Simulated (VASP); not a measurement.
Set up this calculation in VASP 6.6.1, as the native input.

```
Task                   : single point
Functional             : PBE
Potentials or basis    : VASP PAW PBE potentials, release 64 (Cu)
Cutoff                 : 520 eV
k mesh                 : 24 × 24 × 12
Occupations            : gaussian, width 0.1 eV
Spin                   : no spin polarisation
Dipole correction      : no
Further INCAR settings : ALGO = Fast; EDIFF = 1e-06; NBANDS = 18
```

The structure of Cu lies in POSCAR:

```
Cu
1.0
    2.4652899579      0.0000000000      0.0000000000
   -1.2326449790      2.1350037312      0.0000000000
    0.0000000000      0.0000000000      4.0257870314
Cu
2
Direct
    0.3333333333      0.6666666667      0.2500000000
    0.6666666667      0.3333333333      0.7500000000
```

This cell differs from its parent crystal: equal strain along all axes, cell held: -4.0 %.

The input as run:

INCAR

```
SYSTEM = Cu
PREC = Accurate
ENCUT = 520
EDIFF = 1E-6
ISMEAR = 0
SIGMA = 0.1
LREAL = .False.
LASPH = .True.
NELM = 60
ALGO = Fast
ISIF = 2
LWAVE = .False.
LCHARG = .False.
GGA = PE
NBANDS = 18
```

KPOINTS

```
Automatic mesh
0
Gamma
  24 24 12
  0 0 0
```

Potentials or basis: VASP PAW PBE potentials, release 64 (Cu).

The run is started by

```bash
$ cat potpaw_PBE.64/Cu/POTCAR > POTCAR
$ mpirun -np 1 vasp_std > vasp.out
```

It gave:

- Pressure: 23.7 GPa
- Band gap on the k mesh: zero (band 11 reaches 13.34 eV, above the bottom of band 12 at 6.89 eV)

Caveat: the cell differs from its parent crystal (equal strain along all axes, cell held: -4.0 %).

Run time: 64 s on 1 thread of Intel(R) Xeon(R) 6975P-C (Granite Rapids), with other jobs on the host, peak memory 0.23 GiB.
